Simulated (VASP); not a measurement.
# V (P6_3/mmc) in VASP: notebook, part 2 of 2

VASP 6.6.1.

**3. Single point, PBE (volume scaled by 1.12)**

Input file INCAR:

```
SYSTEM = V
PREC = Accurate
ENCUT = 520
EDIFF = 1E-6
ISMEAR = -1
SIGMA = 0.1
LREAL = .False.
LASPH = .True.
NELM = 100
ALGO = Normal
ISIF = 2
LWAVE = .False.
LCHARG = .False.
GGA = PE
NBANDS = 20
```

Input file KPOINTS:

```
regular mesh
0
Gamma
  16 16 8
  0 0 0
```

Input file POSCAR:

```
V
1.0
    2.7146226078      0.0000000000      0.0000000000
   -1.3573113039      2.3509321400      0.0000000000
    0.0000000000      0.0000000000      4.8663233465
V
2
Direct
    0.3333333333      0.6666666667      0.2500000000
    0.6666666667      0.3333333333      0.7500000000
```

Potentials or basis: VASP PAW PBE potentials, release 64 (V_sv).

The run is started by

```
> cat potpaw_PBE.64/V_sv/POTCAR > POTCAR
> mpirun -np 1 vasp_std > vasp.out
```

OUTCAR:

```text
SYSTEM = V
   PREC = Accurate
   ENCUT = 520
   EDIFF = 1E-6
   ISMEAR = -1
   LREAL = .False.
   LASPH = .True.
   NELM = 100
   ISIF = 2
   GGA = PE

 ion  position               nearest neighbor table
   1  0.333  0.667  0.250-   2 2.89   2 2.89   2 2.89   2 2.89   2 2.89   2 2.89
   2  0.667  0.333  0.750-   1 2.89   1 2.89   1 2.89   1 2.89   1 2.89   1 2.89

  LATTYP: Found a hexagonal cell.
 ALAT       =     2.7146226078
 C/A-ratio  =     1.7926334705

  Lattice vectors:

 A1 = (   2.7146226078,   0.0000000000,   0.0000000000)
 A2 = (  -1.3573113039,   2.3509321400,   0.0000000000)
 A3 = (   0.0000000000,   0.0000000000,   4.8663233465)

Analysis of symmetry for initial positions (statically):
=====================================================================
 Subroutine PRICEL returns:
 Original cell was already a primitive cell.

 Routine SETGRP: Setting up the symmetry group for a
 hexagonal supercell.

 Subroutine GETGRP returns: Found 24 space group operations
 (whereof 12 operations were pure point group operations)
 out of a pool of 24 trial point group operations.

[... 154 lines left out ...]

 Free energy of the ion-electron system (eV)
  ---------------------------------------------------
  ext. energy  EPLUGINS =         0.00000000
  ---------------------------------------------------
  free energy    TOTEN  =       -17.36540910 eV

  energy without entropy =      -17.22880687  energy(sigma->0) =      -17.29710798

 E-fermi :   8.3606     XC(G=0): -12.1369

 val. band max:        8.3501844921   @ k =   0.1250   0.0000   0.3750
 cond. band min:       8.3608904415   @ k =   0.1250   0.1250   0.0000
 fundamental gap:      0.0107059494
 Fermi energy:         8.3605531719

 k-point     1 :       0.0000    0.0000    0.0000
  band No.  band energies     occupation
      1     -55.7801      2.00000
      2     -55.7107      2.00000
      3     -29.7942      2.00000
      4     -29.3506      2.00000
      5     -29.2629      2.00000
      6     -29.2629      2.00000
[... 541 lines left out ...]
     19      11.7441      0.00000
     20      15.9109      0.00000

 [... further k-points ...]
[... 5 lines left out ...]
  --------------------------------------------------------------------------------------
  -------------------------------------------------------------------------------------
  Total       -3.0083035     -3.0083035     -2.9225231      0.0000000      0.0000000      0.0000000
  in kB     -155.1964251   -155.1964251   -150.7710693      0.0000000      0.0000000      0.0000000
  external PRESSURE =    -153.7213065 kB  Pullay stress =       0.0000000 kB

 VOLUME and BASIS-vectors are now :
 -----------------------------------------------------------------------------
  energy-cutoff  :      520.00
  volume of cell :       31.06
      direct lattice vectors                 reciprocal lattice vectors
     2.714622608  0.000000000  0.000000000     0.368375330  0.212681596  0.000000000
    -1.357311304  2.350932140  0.000000000     0.000000000  0.425363192  0.000000000
     0.000000000  0.000000000  4.866323346     0.000000000  0.000000000  0.205493949

 POSITION                                       TOTAL-FORCE (eV/Angst)
 -----------------------------------------------------------------------------------
     -0.00000      1.56729      1.21658        -0.000000     -0.000000      0.000000
      1.35731      0.78364      3.64974         0.000000      0.000000      0.000000
 -----------------------------------------------------------------------------------
    total drift:                               -0.000000      0.000000     -0.000000

  FREE ENERGIE OF THE ION-ELECTRON SYSTEM (eV)
  ---------------------------------------------------
  free  energy   TOTEN  =       -17.3654090971 eV

  energy  without entropy=      -17.2288068659  energy(sigma->0) =      -17.29710798
```

OSZICAR:

```text
N       E                     dE             d eps       ncg     rms          rms(c)
DAV:   1     0.327012127014E+03    0.32701E+03   -0.16546E+04  6000   0.149E+03
DAV:   2    -0.107944725999E+02   -0.33781E+03   -0.33254E+03  6152   0.486E+02
DAV:   3    -0.201720758511E+02   -0.93776E+01   -0.91481E+01  6796   0.961E+01
DAV:   4    -0.202799470812E+02   -0.10787E+00   -0.10743E+00  6140   0.102E+01
DAV:   5    -0.202811426789E+02   -0.11956E-02   -0.11956E-02  6396   0.113E+00    0.212E+01
DAV:   6    -0.174168604161E+02    0.28643E+01   -0.14483E+01  6060   0.366E+01    0.201E+00
DAV:   7    -0.173843735817E+02    0.32487E-01   -0.11101E-01  6132   0.398E+00    0.111E+00
DAV:   8    -0.173653406755E+02    0.19033E-01   -0.15212E-02  6204   0.132E+00    0.138E-01
DAV:   9    -0.173654090386E+02   -0.68363E-04   -0.48817E-04  7204   0.260E-01    0.412E-02
DAV:  10    -0.173654119366E+02   -0.28980E-05   -0.23118E-05  7284   0.419E-02    0.168E-02
DAV:  11    -0.173654096273E+02    0.23093E-05   -0.29337E-06  4752   0.158E-02    0.121E-03
DAV:  12    -0.173654090971E+02    0.53017E-06   -0.10509E-07  3040   0.404E-03
   1 F= -.17365409E+02 E0= -.17297108E+02  d E =-.136602E+00
```

Wall time 92 s (1 thread of Intel Xeon 6975P-C, shared host); peak memory 0.19 GiB.

What came out:

```
Free energy            : -17.3654 eV
Pressure               : -15.4 GPa
Band gap on the k mesh : zero (band 13 reaches 9.68 eV, above the bottom of band 14 at 7.78 eV)
```

**4. Single point, PBE, collinear spin, ferromagnetic start (volume scaled by 0.88)**

Input file INCAR:

```
PREC = Accurate
ENCUT = 520
EDIFF = 1E-7
ISMEAR = -1
SIGMA = 0.05
LREAL = F
LASPH = T
NELM = 150
ALGO = Normal
ISIF = 2
LWAVE = F
LCHARG = F
ISPIN = 2
MAGMOM = 1 1
LORBIT = 11
LMAXMIX = 4
GGA = PE
NBANDS = 24
```

Input file KPOINTS:

```
regular mesh
0
Gamma
  23 23 11
```

Input file POSCAR:

```
V
1.0
    2.5027445561      0.0000000000      0.0000000000
   -1.2513722781      2.1674403648      0.0000000000
    0.0000000000      0.0000000000      4.4889484692
V
2
Direct
    0.3333333333      0.6666666667      0.2500000000
    0.6666666667      0.3333333333      0.7500000000
```

The run is started by

```
> cat potpaw_PBE.64/V_sv/POTCAR > POTCAR
> mpirun -np 1 vasp_std > vasp.out
```

Wall time 11 min (1 thread of Intel Xeon 8259CL, shared host); peak memory 0.36 GiB.

Results (log left out):

```yaml
Free_energy: -17.2197 eV
Pressure: 28.7 GPa
Band_gap_on_the_k_mesh: zero (filled and empty bands overlap)
Net_moment: 0.00 μB per cell
Valence_electrons_inside_the_program's_atomic_spheres: V 11.87
```

Stress tensor (GPa, compression positive):
```
28.60  0.00  0.00
 0.00 28.60  0.00
 0.00  0.00 28.92
```

Levels at points of the mesh, in eV from the Fermi level:
Spin up:
| k point | band 10 | band 11 | band 12 | band 13 | band 14 | band 15 | band 16 | band 17 |
| --- | --- | --- | --- | --- | --- | --- | --- | --- |
| (0.00, 0.00, 0.00) | -3.77 | -0.66 | 0.13 | 0.30 | 0.30 | 0.70 | 0.70 | 2.05 |
Spin down:
| k point | band 10 | band 11 | band 12 | band 13 | band 14 | band 15 | band 16 | band 17 |
| --- | --- | --- | --- | --- | --- | --- | --- | --- |
| (0.00, 0.00, 0.00) | -3.77 | -0.66 | 0.13 | 0.30 | 0.30 | 0.70 | 0.70 | 2.05 |

**5. Summary**

| spin | cell | k mesh | smearing | gap on the mesh (eV) | pressure (GPa) |
| --- | --- | --- | --- | --- | --- |
| off | a = 2.682, b = 2.682, c = 4.808 Å, angles 90.0, 90.0, 120.0°, 2 atoms | 16 × 16 × 8 | fermi-dirac 0.1 eV | none | -11.2 |
| off | a = 2.715, b = 2.715, c = 4.866 Å, angles 90.0, 90.0, 120.0°, 2 atoms | 16 × 16 × 8 | fermi-dirac 0.1 eV | none | -15.4 |
| collinear, ferromagnetic start | a = 2.503, b = 2.503, c = 4.489 Å, angles 90.0, 90.0, 120.0°, 2 atoms | 23 × 23 × 11 | fermi-dirac 0.05 eV | none | 28.7 |

Alike in all rows: task single point; level PBE; potentials or basis VASP PAW PBE potentials, release 64 (V_sv); cutoff (eV) 520.

Total energies depend on the potentials used, so only differences within one code and one set of settings carry meaning.
